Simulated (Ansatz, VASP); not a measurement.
**Two plane-wave programs on PbS**

```xyz
6
Lattice="2.4651 1.4232 8.6953 -2.4651 1.4232 8.6953 0.0000 -2.8464 8.6953" Properties=species:S:1:pos:R:3 pbc="T T T"
Pb    0.0000    0.0000   25.6962
Pb    0.0000    0.0000    5.5169
Pb    0.0000    0.0000   11.3157
S     0.0000    0.0000    2.3580
S     0.0000    0.0000   14.1882
S     0.0000    0.0000    8.3137
```

Alike in both runs: task relaxation of cell and atoms; functional PBEsol; k mesh 6 × 6 × 6; occupations gaussian, width 0.02 eV; no spin polarisation.

```csv
,VASP,Ansatz
version,VASP 6.6.1,Ansatz 0.2.0
potentials or method,"VASP PAW PBE potentials, release 64 (Pb_d, S), cutoff 600 eV","scalar-relativistic, plane waves, PAW"
valence electrons in the cell,60,60
```

```csv
,VASP,Ansatz,Ansatz less VASP
"gap on the k mesh at the Fermi level, each at its own relaxed structure (eV)",1.47,1.47,-0.005
relaxed volume (Å³/atom),30.63,30.63,-0.006
relaxed length of the cell vector where the two differ most in proportion (Å),9.146,9.146,-0.0005
```

VASP's potentials were made for PBE, not for PBEsol.

Neither program's run includes spin-orbit coupling.
